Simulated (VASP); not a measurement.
A run of VASP 6.6.1 is set up as follows.

INCAR

```
SYSTEM = Sn2Ge
PREC     = Accurate       ! precision mode
ENCUT    = 600            ! plane-wave cutoff, eV
EDIFF    = 1E-6           ! SCF threshold, eV
ISMEAR   = -1             ! smearing method
SIGMA    = 0.02           ! smearing width, eV
LREAL    = .False.        ! projectors in reciprocal space
LASPH    = .True.         ! aspherical terms in the spheres
NELM     = 100            ! most SCF steps
ALGO     = Normal         ! electronic algorithm
ISIF     = 3              ! what is computed and relaxed
LWAVE    = .False.        ! write WAVECAR
LCHARG   = .False.        ! write CHGCAR
GGA      = PE             ! functional
IBRION   = 2              ! ionic algorithm
NSW      = 80             ! ionic steps
EDIFFG   = -0.005         ! ionic threshold
```

File KPOINTS:

```
Automatic mesh
0
Gamma
  6 6 2
  0 0 0
```

Contents of POSCAR:

```
Sn2Ge
1.0
    4.3328751895      0.0000000000      0.0000000000
   -2.1664375947      3.7523799855      0.0000000000
    0.0000000000      0.0000000000     10.6133333333
Ge Sn
2 4
Direct
    0.0000000000      0.0000000000      0.0000000000
    0.6666666667      0.3333333333      0.6666666667
    0.3333333333      0.6666666667      0.3333333333
    0.6666666667      0.3333333333      0.9166666667
    0.3333333333      0.6666666667      0.5833333333
    0.0000000000      0.0000000000      0.2500000000
```

Potentials or basis: VASP PAW PBE potentials, release 64 (Ge_d, Sn_d).

Run with:

```console
$ cat potpaw_PBE.64/Ge_d/POTCAR potpaw_PBE.64/Sn_d/POTCAR > POTCAR
$ mpirun -np 1 vasp_std > vasp.out
```

(1) Estimate the relaxed cell.

(2) Predict the space group after relaxing (to 0.1 Å).

(3) What does it give for the relaxed volume?

## Answers

(1) a = 4.509 Å, b = 4.509 Å, c = 11.023 Å, α = 90.00°, β = 90.00°, γ = 120.00°.

(2) P3m1 (No. 156).

(3) 32.35 Å³/atom.
